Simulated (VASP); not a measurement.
# Hg2TeF2 (Pbam) in VASP: notebook

The runs below take Hg2TeF2 through single point, relaxation of cell and atoms, with PBE.

Everything below comes from runs of VASP 6.6.1. Logs are shortened: lines on timing, memory, paths and dates and some standing lists are left out, and cuts for length are marked.

### 1 The cell of the first run

The structure is orthorhombic, space group Pbam (No. 55). The conventional cell has a = 7.206 Å, b = 8.615 Å, c = 3.188 Å, α = 90.00°, β = 90.00°, γ = 90.00°. Hg (site symmetry m) has 6 F at 2.40 to 3.19 Å and 2 Te at 2.86 to 3.07 Å and 2 Hg at 3.19 Å within 3.2 Å. Within 3.8 Å of Te (site symmetry 2/m) lie 4 Hg at 2.86 to 3.07 Å and 2 Te at 3.19 Å and 8 F at 3.50 to 3.59 Å. F (site symmetry m) has 6 Hg at 2.40 to 3.19 Å and 3 F at 2.83 to 3.19 Å within 3.2 Å.

The cell was generated, and may not be a known phase.

### 2 Single point, PBE

The input, INCAR:

```
ALGO = Normal ; EDIFF = 1E-7
ENCUT = 520 ; GGA = PE
ISIF = 2 ; ISMEAR = 0
LASPH = True ; LCHARG = False
LREAL = False ; LWAVE = False
NBANDS = 55 ; NELM = 100
PREC = Accurate ; SIGMA = 0.15
```

The input, KPOINTS:

```
k-points
0
Gamma
  2 2 3
```

The input, POSCAR:

```
Hg2TeF2
1.0
    7.2064586524      0.0000000000      0.0000000000
    0.0000000000      8.6149402736      0.0000000000
    0.0000000000      0.0000000000      3.1879513911
Hg Te F
4 2 4
Direct
    0.1584448285      0.6695104462      0.0000000000
    0.8415551715      0.3304895538      0.0000000000
    0.6584448285      0.8304895538      0.0000000000
    0.3415551715      0.1695104462      0.0000000000
    0.5000000000      0.5000000000      0.0000000000
    0.0000000000      0.0000000000      0.0000000000
    0.4101464797      0.8536577182      0.5000000000
    0.5898535203      0.1463422818      0.5000000000
    0.9101464797      0.6463422818      0.5000000000
    0.0898535203      0.3536577182      0.5000000000
```

Potentials or basis: VASP PAW PBE potentials, release 64 (Hg, Te, F).

Started as:

```sh
$ cat potpaw_PBE.64/Hg/POTCAR potpaw_PBE.64/Te/POTCAR potpaw_PBE.64/F/POTCAR > POTCAR
$ mpirun -np 1 vasp_std > vasp.out
```

OUTCAR:

```text
EDIFF = 1E-7
   ENCUT = 520
   GGA = PE
   ISIF = 2
   ISMEAR = 0
   LASPH = True
   LREAL = False
   NELM = 100
   PREC = Accurate

 ion  position               nearest neighbor table
   1  0.158  0.670  0.000-   9 2.40   9 2.40   5 2.86   7 2.89   7 2.89   6 3.07   2 3.71   3 3.86
                             3 3.86
   2  0.842  0.330  0.000-  10 2.40  10 2.40   5 2.86   8 2.89   8 2.89   6 3.07   1 3.71   4 3.86
                             4 3.86
   3  0.658  0.830  0.000-   7 2.40   7 2.40   6 2.86   9 2.89   9 2.89   5 3.07   4 3.71   1 3.86
                             1 3.86
   4  0.342  0.170  0.000-   8 2.40   8 2.40   6 2.86  10 2.89  10 2.89   5 3.07   3 3.71   2 3.86
                             2 3.86
   5  0.500  0.500  0.000-   1 2.86   2 2.86   3 3.07   4 3.07
   6  0.000  0.000  0.000-   3 2.86   4 2.86   1 3.07   2 3.07
   7  0.410  0.854  0.500-   3 2.40   3 2.40   1 2.89   1 2.89
   8  0.590  0.146  0.500-   4 2.40   4 2.40   2 2.89   2 2.89
   9  0.910  0.646  0.500-   1 2.40   1 2.40   3 2.89   3 2.89
  10  0.090  0.354  0.500-   2 2.40   2 2.40   4 2.89   4 2.89

  LATTYP: Found a simple orthorhombic cell.
 ALAT       =     3.1879513911
 B/A-ratio  =     2.2605296532
 C/A-ratio  =     2.7023436736

  Lattice vectors:

 A1 = (   0.0000000000,   0.0000000000,   3.1879513911)
 A2 = (   7.2064586524,   0.0000000000,   0.0000000000)
 A3 = (   0.0000000000,   8.6149402736,   0.0000000000)

Analysis of symmetry for initial positions (statically):
=====================================================================
 Subroutine PRICEL returns:
 Original cell was already a primitive cell.

 Routine SETGRP: Setting up the symmetry group for a
 simple orthorhombic supercell.

 Subroutine GETGRP returns: Found  8 space group operations
 (whereof  4 operations were pure point group operations)
 out of a pool of  8 trial point group operations.

The static configuration has the point symmetry C_2h.
 The point group associated with its full space group is D_2h.

Analysis of symmetry for dynamics (positions and initial velocities):
=====================================================================
 Subroutine PRICEL returns:
 Original cell was already a primitive cell.

 Routine SETGRP: Setting up the symmetry group for a
 simple orthorhombic supercell.

 Subroutine GETGRP returns: Found  8 space group operations
 (whereof  4 operations were pure point group operations)
 out of a pool of  8 trial point group operations.

The dynamic configuration has the point symmetry C_2h.
 The point group associated with its full space group is D_2h.

 Subroutine INISYM returns: Found  8 space group operations
 (whereof  4 operations are pure point group operations),
 and found     1 'primitive' translations

----------------------------------------------------------------------------------------

                                     Primitive cell

  volume of cell :     197.9183

  direct lattice vectors                    reciprocal lattice vectors
     7.206458652  0.000000000  0.000000000     0.138764412  0.000000000  0.000000000
     0.000000000  8.614940274  0.000000000     0.000000000  0.116077415  0.000000000
     0.000000000  0.000000000  3.187951391     0.000000000  0.000000000  0.313681069

  length of vectors
     7.206458652  8.614940274  3.187951391     0.138764412  0.116077415  0.313681069

  position of ions in fractional coordinates (direct lattice)
     0.158444829  0.669510446  0.000000000
     0.841555171  0.330489554  0.000000000
     0.658444829  0.830489554  0.000000000
     0.341555171  0.169510446  0.000000000
     0.500000000  0.500000000  0.000000000
     0.000000000  0.000000000  0.000000000
     0.410146480  0.853657718  0.500000000
     0.589853520  0.146342282  0.500000000
     0.910146480  0.646342282  0.500000000
     0.089853520  0.353657718  0.500000000

  ion indices of the primitive-cell ions
   primitive index   ion index
                 1           1
                 2           2
                 3           3
                 4           4
                 5           5
                 6           6
                 7           7
                 8           8
                 9           9
                10          10

----------------------------------------------------------------------------------------

 KPOINTS: k-points

Automatic generation of k-mesh.
 Grid dimensions read from file:
 generate k-points for:    2    2    3

 Generating k-lattice:

  Cartesian coordinates                     Fractional coordinates (reciprocal lattice)
     0.069382206  0.000000000  0.000000000     0.500000000  0.000000000  0.000000000
     0.000000000  0.058038708  0.000000000     0.000000000  0.500000000  0.000000000
     0.000000000  0.000000000  0.104560356     0.000000000  0.000000000  0.333333333

  Length of vectors
     0.069382206  0.058038708  0.104560356

  Shift w.r.t. Gamma in fractional coordinates (k-lattice)
     0.000000000  0.000000000  0.000000000

 Subroutine IBZKPT returns following result:
 ===========================================

 Found      8 irreducible k-points:

 Following reciprocal coordinates:
            Coordinates               Weight
  0.000000  0.000000  0.000000      1.000000
  0.500000  0.000000  0.000000      1.000000
  0.000000  0.500000  0.000000      1.000000
  0.500000  0.500000  0.000000      1.000000
  0.000000  0.000000  0.333333      2.000000
  0.500000  0.000000  0.333333      2.000000
  0.000000  0.500000  0.333333      2.000000
  0.500000  0.500000  0.333333      2.000000
   k-points           NKPTS =      8   k-points in BZ     NKDIM =      8   number of bands    NBANDS=     55
   number of dos      NEDOS =    301   number of ions     NIONS =     10
   total plane-waves  NPLWV =  82944
   dimension x,y,z NGX =    54 NGY =   64 NGZ =   24
   dimension x,y,z NGXF=   108 NGYF=  128 NGZF=   48
   ions per type =               4   2   4
   NGX,Y,Z   is equivalent  to a cutoff of  12.46, 12.35, 12.52 a.u.
   NGXF,Y,Z  is equivalent  to a cutoff of  24.91, 24.70, 25.03 a.u.
 SYSTEM =  unknown system
   PREC   = accura    normal or accurate (medium, high low for compatibility)
   ISTART =      0    job   : 0-new  1-cont  2-samecut
   ICHARG =      2    charge: 1-file 2-atom 10-const
   ISPIN  =      1    spin polarized calculation?
   LNONCOLLINEAR =      F non collinear calculations
   LSORBIT =      F    spin-orbit coupling
   LASPH  =      T    aspherical Exc in radial PAW
   ENCUT  =  520.0 eV  38.22 Ry    6.18 a.u.  13.40 16.02  5.93*2*pi/ulx,y,z
   NELM   =    100;   NELMIN=  2; NELMDL= -5     # of ELM steps
   EDIFF  = 0.1E-06   stopping-criterion for ELM
   LREAL  =      F    real-space projection
   EDIFFG = 0.1E-05   stopping-criterion for IOM
   NSW    =      0    number of steps for IOM
   IBRION =     -1    ionic relax: 0-MD 1-quasi-New 2-CG
   NFREE  =      0    steps in history (QN), initial steepest desc. (CG)
   ISIF   =      2    stress and relaxation
   ISYM   =      2    0-nonsym 1-usesym 2-fastsym
   POTIM  = 0.5000    time-step for ionic-motion
   TEBEG  =    0.0;   TEEND  =   0.0 temperature during run
   PSTRESS=    0.0 pullay stress
   NELECT =      88.0000    total number of electrons
   NUPDOWN=      -1.0000    fix difference up-down
   EMIN   =  10.00;   EMAX   =-10.00  energy-range for DOS
   EFERMI =   0.00;   METHOD = LEGACY
   ISMEAR =     0;   SIGMA  =   0.15  broadening in eV -4-tet -1-fermi 0-gaus
   EFERMI_NEDOS =   21; number of points for ismear=-14 and -15
   IALGO  =     38    algorithm
   IMIX   =      4    mixing-type and parameters
     AMIX     =   0.40;   BMIX     =  1.00
     AMIX_MAG =   1.60;   BMIX_MAG =  1.00
  volume/ion in A,a.u.               =      19.79       133.56
  Fermi-wavevector in a.u.,A,eV,Ry     =   1.249512  2.361235 21.242508  1.561280
  Thomas-Fermi vector in A             =   2.383549
   LORBIT       =      0    0 simple, 1 ext, 2 COOP (PROOUT), +10 PAW based schemes
   GGA     = PE    functional components
   LHFCALC =     F    Hartree Fock is set to
   AEXX    =    0.0000 exact exchange contribution
   IVDW    =     0    specifies the selected vdW correction
   LEPSILON=     F    determine dielectric tensor
   LRPA    =     F    only Hartree local field effects (RPA)
 non-spin polarized calculation
 Gauss-broadening in eV      SIGMA  =   0.15
  energy-cutoff  :      520.00
  volume of cell :      197.92
 maximum number of plane-waves:      5358
 NGX is ok and might be reduce to    54
   NGX = 27   NGY = 33   NGZ = 11

 number of electron      87.9999994 magnetization

 Free energy of the ion-electron system (eV)
  ---------------------------------------------------
  ext. energy  EPLUGINS =         0.00000000
  ---------------------------------------------------
  free energy    TOTEN  =       -22.82375423 eV

  energy without entropy =      -22.78859486  energy(sigma->0) =      -22.80617454

 E-fermi :   2.7303     XC(G=0): -10.1318

 val. band max:        2.6476167493   @ k =   0.0000   0.5000   0.0000
 cond. band min:       2.8003513643   @ k =   0.5000   0.0000   0.0000
 fundamental gap:      0.1527346150
 Fermi energy:         2.7303242455

 k-point     1 :       0.0000    0.0000    0.0000
  band No.  band energies     occupation
      1     -19.1484      2.00000
      2     -19.1082      2.00000
      3     -19.0222      2.00000
      4     -18.9902      2.00000
      5      -9.2240      2.00000
      6      -9.0180      2.00000
[... 47 lines left out ...]
     54      10.9693      0.00000
     55      11.3898      0.00000

 k-point     2 :       0.5000    0.0000    0.0000
  band No.  band energies     occupation
      1     -19.1282      2.00000
      2     -19.1282      2.00000
      3     -19.0064      2.00000
      4     -19.0064      2.00000
      5      -9.1385      2.00000
      6      -9.1385      2.00000
[... 340 lines left out ...]
 k-point     8 :       0.5000    0.5000    0.3333
  band No.  band energies     occupation
      1     -19.0504      2.00000
      2     -19.0504      2.00000
      3     -18.9378      2.00000
      4     -18.9378      2.00000
      5      -8.0390      2.00000
      6      -8.0390      2.00000
[... 47 lines left out ...]
     54       9.2212      0.00000
     55       9.8348      0.00000

------------------------ aborting loop because EDIFF is reached ----------------------------------------

  FORCE on cell =-STRESS in cart. coord.  units (eV):
  Direction    XX          YY          ZZ          XY          YZ          ZX
  --------------------------------------------------------------------------------------
  -------------------------------------------------------------------------------------
  Total        0.5204263     -0.5124629      0.2818684      0.0000000      0.0000000      0.0000000
  in kB        4.2129268     -4.1484621      2.2817661      0.0000000      0.0000000      0.0000000
  external PRESSURE =       0.7820769 kB  Pullay stress =       0.0000000 kB

 VOLUME and BASIS-vectors are now :
 -----------------------------------------------------------------------------
  energy-cutoff  :      520.00
  volume of cell :      197.92
      direct lattice vectors                 reciprocal lattice vectors
     7.206458652  0.000000000  0.000000000     0.138764412  0.000000000  0.000000000
     0.000000000  8.614940274  0.000000000     0.000000000  0.116077415  0.000000000
     0.000000000  0.000000000  3.187951391     0.000000000  0.000000000  0.313681069

 POSITION                                       TOTAL-FORCE (eV/Angst)
 -----------------------------------------------------------------------------------
      1.14183      5.76779      0.00000         0.049679      0.012398      0.000000
      6.06463      2.84715      0.00000        -0.049679     -0.012398      0.000000
      4.74506      7.15462      0.00000         0.049679     -0.012398      0.000000
      2.46140      1.46032      0.00000        -0.049679      0.012398      0.000000
      3.60323      4.30747      0.00000         0.000000     -0.000000      0.000000
      0.00000      0.00000      0.00000         0.000000     -0.000000      0.000000
      2.95570      7.35421      1.59398        -0.077436      0.031910      0.000000
      4.25076      1.26073      1.59398         0.077436     -0.031910     -0.000000
      6.55893      5.56820      1.59398        -0.077436     -0.031910      0.000000
      0.64753      3.04674      1.59398         0.077436      0.031910     -0.000000
 -----------------------------------------------------------------------------------
    total drift:                                0.000000      0.000000     -0.000000

  FREE ENERGIE OF THE ION-ELECTRON SYSTEM (eV)
  ---------------------------------------------------
  free  energy   TOTEN  =       -22.8237542273 eV

  energy  without entropy=      -22.7885948595  energy(sigma->0) =      -22.80617454
```

Wall time 1.8 min (1 thread of Intel Xeon Platinum 8488C (Sapphire Rapids), shared host); peak memory 0.3 GiB.

Results:

| Property | Result |
| --- | --- |
| Free energy | -22.8238 eV |
| Pressure | 0.1 GPa |
| Largest force | 0.084 eV/Å |
| Band gap on the k mesh | zero (bands 44 and 45 overlap by 0.19 eV) |

Forces on the atoms (eV/Å):
```
Hg   0.050  0.012  0.000
Hg  -0.050 -0.012  0.000
Hg   0.050 -0.012  0.000
Hg  -0.050  0.012  0.000
Te   0.000  0.000  0.000
Te   0.000  0.000  0.000
F   -0.077  0.032  0.000
F    0.077 -0.032  0.000
F   -0.077 -0.032  0.000
F    0.077  0.032  0.000
```

Stress tensor (GPa, compression positive):
```
 0.42  0.00  0.00
 0.00 -0.41  0.00
 0.00  0.00  0.23
```

Caveat: the k points lie up to 0.66 Å⁻¹ apart; spin-orbit coupling is left out, which moves the levels of the heavy elements.

### 3 Relaxation of cell and atoms, PBE

This run uses another cell than the first one, of 23.68 Å³/atom.

The input, INCAR:

```
ALGO = Normal ; EDIFF = 1E-6
EDIFFG = -0.08 ; ENCUT = 600
GGA = PE ; IBRION = 2
ISIF = 3 ; ISMEAR = 0
LASPH = True ; LCHARG = False
LREAL = False ; LWAVE = False
NELM = 60 ; NSW = 36
PREC = Accurate ; SIGMA = 0.15
```

KPOINTS is that of step 2.

The input, POSCAR:

```
Hg2TeF2
1.0
    6.8820061400      0.0000000000      0.0000000000
    0.0000000000      8.6858115200      0.0000000000
    0.0000000000      0.0000000000      3.9612588800
Hg Te F
4 2 4
Direct
    0.2302500000      0.5944500000      0.0000000000
    0.7697500000      0.4055500000      0.0000000000
    0.7302500000      0.9055500000      0.0000000000
    0.2697500000      0.0944500000      0.0000000000
    0.5000000000      0.5000000000      0.0000000000
    0.0000000000      0.0000000000      0.0000000000
    0.3922199900      0.8331099700      0.5000000000
    0.6077800100      0.1668900300      0.5000000000
    0.8922199900      0.6668900300      0.5000000000
    0.1077800100      0.3331099700      0.5000000000
```

Potentials or basis: VASP PAW PBE potentials, release 64 (Hg, Te, F).

Started as:

```sh
$ cat potpaw_PBE.64/Hg/POTCAR potpaw_PBE.64/Te/POTCAR potpaw_PBE.64/F/POTCAR > POTCAR
$ mpirun -np 1 vasp_std > vasp.out
```

Wall time 42 min (1 thread of Intel Xeon Platinum 8488C (Sapphire Rapids), shared host); peak memory 0.44 GiB.

The run converged. Its results:

| Item | Value |
| --- | --- |
| Free energy | -22.8798 eV |
| Relaxed volume | 18.92 Å³/atom |
| Relaxed cell | a = 7.420 Å, b = 8.078 Å, c = 3.157 Å, α = 90.00°, β = 90.00°, γ = 90.00° |
| Space group after relaxing (to 0.1 Å) | Pbam (No. 55) |
| Energy gained by relaxing | 2206.9 meV/atom |
| Ionic steps | 26 |
| Pressure after relaxing | 0.5 GPa |
| Largest force after relaxing | 0.056 eV/Å |
| Band gap on the k mesh | zero (bands 44 and 45 overlap by 0.60 eV) |

Forces in eV/Å, atoms in the order of the input:
```
Hg  -0.055 -0.013  0.000
Hg   0.055  0.013  0.000
Hg  -0.055  0.013  0.000
Hg   0.055 -0.013  0.000
Te   0.000  0.000  0.000
Te   0.000  0.000  0.000
F   -0.029 -0.041  0.000
F    0.029  0.041  0.000
F   -0.029  0.041  0.000
F    0.029 -0.041  0.000
```

Stress tensor (GPa, compression positive):
```
0.40 0.00 0.00
0.00 0.58 0.00
0.00 0.00 0.50
```

Step by step:
| step | energy change (eV) | largest force (eV/Å) | pressure (GPa) | volume (Å³) |
| --- | --- | --- | --- | --- |
| 1 | 0.0000 | 20.5214 | 29.62 | 236.79 |
| 2 | -9.5798 | 0.9397 | -12.11 | 389.02 |
| 3 | -11.7500 | 0.7751 | -10.77 | 366.14 |
| 4 | -13.0335 | 0.7373 | -10.09 | 350.64 |
| 5 | -17.1188 | 0.5965 | -8.51 | 293.41 |
| 6 | -17.7274 | 1.6209 | -5.30 | 265.01 |
| 7 | -17.8319 | 0.8308 | -6.99 | 274.64 |
| 8 | -17.8493 | 1.0365 | -6.53 | 271.53 |
| 9 | -19.6186 | 1.1033 | -5.84 | 238.42 |
| 10 | -18.2486 | 2.8770 | 29.70 | 154.28 |
| 11 | -20.7261 | 1.0941 | -3.06 | 212.53 |
| 12 | -21.0096 | 1.1429 | 6.38 | 181.70 |
| 13 | -21.1361 | 1.0389 | 1.34 | 194.07 |
| 14 | -21.1438 | 1.0424 | 2.12 | 191.74 |
| 15 | -21.4949 | 0.7409 | 1.34 | 190.76 |
| 16 | -21.5330 | 0.7594 | 1.35 | 190.01 |
| 17 | -21.7041 | 0.4255 | -1.07 | 195.30 |
| 18 | -21.7413 | 0.3329 | -2.57 | 199.41 |
| 19 | -21.8754 | 0.2795 | -1.59 | 195.72 |
| 20 | -21.9665 | 0.1912 | 0.40 | 189.70 |
| 21 | -21.9980 | 0.1524 | 0.26 | 189.89 |
| 22 | -22.0479 | 0.1349 | -0.14 | 190.37 |
| 23 | -22.0496 | 0.1424 | -0.20 | 190.47 |
| 24 | -22.0599 | 0.1063 | 0.29 | 189.36 |
| 25 | -22.0626 | 0.0742 | 0.71 | 188.45 |
| 26 | -22.0685 | 0.0565 | 0.49 | 189.24 |

Final structure:
```cif
data_structure
_symmetry_space_group_name_H-M 'P 1'
_symmetry_Int_Tables_number 1
_cell_length_a 7.4197
_cell_length_b 8.0784
_cell_length_c 3.1573
_cell_angle_alpha 90.000
_cell_angle_beta 90.000
_cell_angle_gamma 90.000
_cell_volume 189.24
loop_
_atom_site_label
_atom_site_type_symbol
_atom_site_fract_x
_atom_site_fract_y
_atom_site_fract_z
_atom_site_occupancy
Hg1 Hg 0.15320 0.65923 0.00000 1
Hg2 Hg 0.84680 0.34077 0.00000 1
Hg3 Hg 0.65320 0.84077 0.00000 1
Hg4 Hg 0.34680 0.15923 0.00000 1
Te1 Te 0.50000 0.50000 0.00000 1
Te2 Te 0.00000 0.00000 0.00000 1
F1 F 0.39208 0.86801 0.50000 1
F2 F 0.60792 0.13199 0.50000 1
F3 F 0.89208 0.63199 0.50000 1
F4 F 0.10792 0.36801 0.50000 1
```

Levels at points of the mesh, in eV from the Fermi level:
| k point | band 40 | band 41 | band 42 | band 43 | band 44 | band 45 | band 46 | band 47 | band 48 | band 49 |
| --- | --- | --- | --- | --- | --- | --- | --- | --- | --- | --- |
| (0.00, 0.00, 0.00) | -2.36 | -2.26 | -1.62 | -1.23 | -0.77 | 2.30 | 2.34 | 2.89 | 2.98 | 3.19 |
| (0.50, 0.00, 0.00) | -2.43 | -1.88 | -1.88 | 0.21 | 0.21 | 0.66 | 0.66 | 3.06 | 3.06 | 4.90 |
| (0.00, 0.50, 0.00) | -2.35 | -1.82 | -1.82 | 0.02 | 0.02 | 0.75 | 0.75 | 3.08 | 3.08 | 4.65 |
| (0.50, 0.50, 0.00) | -2.45 | -1.35 | -1.35 | -0.49 | -0.49 | 1.88 | 1.88 | 3.05 | 3.05 | 4.20 |

Caveat: the k points lie up to 0.66 Å⁻¹ apart in the final cell, too coarse for converged energies and pressures of a metal; the volume moved by over 15 % at a fixed basis, so the end points are rough; spin-orbit coupling is left out, which moves the levels of the heavy elements; the relaxation stopped at a loose force limit of 0.08 eV/Å, so its end isn't a converged minimum.

The gap in the log of VASP goes by the Fermi energy; the results here count the filled bands.